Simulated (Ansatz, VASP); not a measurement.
## CdSe in VASP and in Ansatz

```
Cd Se
1.0
     4.27114    0.00000    0.00000
    -2.13557    3.69892    0.00000
     0.00000    0.00000    6.97288
Cd Se
2 2
Direct
  0.66667 0.33333 0.50000
  0.33333 0.66667 0.00000
  0.66667 0.33333 0.88500
  0.33333 0.66667 0.38500
```

Alike in both runs: task single point; functional PBEsol; k mesh 7 × 7 × 4; occupations fermi-dirac, width 0.05 eV; non-collinear spin, spin-orbit coupling.

```csv
,VASP,Ansatz
version,VASP 6.6.1,Ansatz 0.2.0
potentials or method,"VASP PAW PBE potentials, release 64 (Cd, Se)",Ansatz PAW
plane-wave cutoff (eV),520,420
valence electrons in the cell,36,72
```

VASP gave:

| Property | Result |
| --- | --- |
| pressure (GPa) | 1.6 |
| traceless stress, the component that is largest in VASP (GPa) | -1.44 |
| rms of the force components (eV/Å) | 0.171 |
| net moment per atom (μB) | 0.00 |

**Question.** Estimate Ansatz's values.

**Answer.** Pressure (GPa): 1.2; traceless stress, the component that is largest in VASP (GPa): -1.37; rms of the force components (eV/Å): 0.165; net moment per atom (μB): 0.00.

VASP's potentials were made for PBE, not for PBEsol. Atom by atom the forces differ by 0.006 eV/Å (rms over components). With one functional, cell and mesh, what is left measures potentials, basis and numerics. VASP's potentials hold 36 valence electrons a cell and Ansatz's 72, so a difference there can come from the potentials and not from the codes.

Noted on Ansatz's run: odd divisions of the mesh miss points on the zone boundary, where band edges often lie, so the gap on the mesh can be too wide.
